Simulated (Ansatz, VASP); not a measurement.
## Two plane-wave programs on Cs

```
CELL_PARAMETERS angstrom
0.00000 5.95514 5.95514
5.95514 0.00000 5.95514
5.95514 5.95514 0.00000
ATOMIC_POSITIONS crystal
Cs 0.12500 0.12500 0.12500
Cs 0.87500 0.87500 0.87500
```

Alike in both runs: task single point; functional BLYP; k mesh 5 × 5 × 5; occupations fermi-dirac, width 0.1 eV; no spin polarisation.

```csv
,VASP,Ansatz
version,VASP 6.6.1,Ansatz 0.2.0
potentials or method,"VASP PAW PBE potentials, release 64 (Cs_sv), cutoff 520 eV","plane waves (420 eV) with PAW, scalar-relativistic"
valence electrons in the cell,18,18
```

|  | VASP | Ansatz | Ansatz less VASP |
| --- | --- | --- | --- |
| pressure (GPa) | 0.0 | 0.0 | 0.00 |

VASP's potentials were made for PBE, not for BLYP. With one functional, cell and mesh, what is left measures potentials, basis and numerics.

Neither program's run includes spin-orbit coupling.
